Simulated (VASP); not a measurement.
Wanted: the native input for a VASP 6.6.1 run.

| Property | Result |
| --- | --- |
| Task | single point |
| Functional | PBEsol |
| Potentials or basis | VASP PAW PBE potentials, release 64 (La, F, Y_sv) |
| Cutoff | 520 eV |
| k mesh | 6 × 6 × 4 |
| Occupations | fermi-dirac, width 0.03 eV |
| Spin | no spin polarisation |
| Dipole correction | no |
| Further INCAR settings | ALGO = Normal; EDIFF = 1e-06; NBANDS = 42 |

The structure of LaYF6 lies in POSCAR:

```
LaYF6
1.0
    3.7212620295      0.0000000000      0.0000000000
    0.0000000000      3.7212620295      0.0000000000
    0.0000000000      0.0000000000      6.4606514023
La F Y
1 6 1
Direct
    0.5000000000      0.5000000000      0.5000000000
    0.5000000000      0.5000000000      0.0000000000
    0.0000000000      0.0000000000      0.5000000000
    0.0000000000      0.5000000000      0.2385784449
    0.5000000000      0.0000000000      0.7614215551
    0.5000000000      0.0000000000      0.2385784449
    0.0000000000      0.5000000000      0.7614215551
    0.0000000000      0.0000000000      0.0000000000
```

The input as run:

INCAR

```
SYSTEM = LaYF6
PREC     = Accurate       ! precision mode
ENCUT    = 520            ! plane-wave cutoff, eV
EDIFF    = 1E-6           ! SCF threshold, eV
ISMEAR   = -1             ! smearing method
SIGMA    = 0.03           ! smearing width, eV
LREAL    = .FALSE.        ! projectors in reciprocal space
LASPH    = .TRUE.         ! aspherical terms in the spheres
NELM     = 100            ! most SCF steps
ALGO     = Normal         ! electronic algorithm
ISIF     = 2              ! what is computed and relaxed
LWAVE    = .FALSE.        ! write WAVECAR
LCHARG   = .TRUE.         ! write CHGCAR
GGA      = PS             ! functional
LELF     = .TRUE.         ! ELF
LVHAR    = .TRUE.       
NBANDS   = 42             ! bands
```

KPOINTS

```
regular mesh
0
G
  6 6 4
  0 0 0
```

Potentials or basis: VASP PAW PBE potentials, release 64 (La, F, Y_sv).

Run with:

```sh
$ cat potpaw_PBE.64/La/POTCAR potpaw_PBE.64/F/POTCAR potpaw_PBE.64/Y_sv/POTCAR > POTCAR
$ mpirun -np 1 vasp_std > vasp.out
```

It gave:

```json
{
  "Pressure": "-0.3 GPa",
  "Largest force": "0.013 eV/Å",
  "Band gap on the k mesh": "4.71 eV (least direct gap 4.93 eV)"
}
```

Caveat: the PAW data sets were made with another functional, which shifts forces and pressure a little; spin-orbit coupling is left out, which moves the levels of the heavy elements.

It took 89 s on 1 thread of Intel(R) Xeon(R) Platinum 8488C (Sapphire Rapids), with other jobs on the host, peak memory 0.26 GiB.
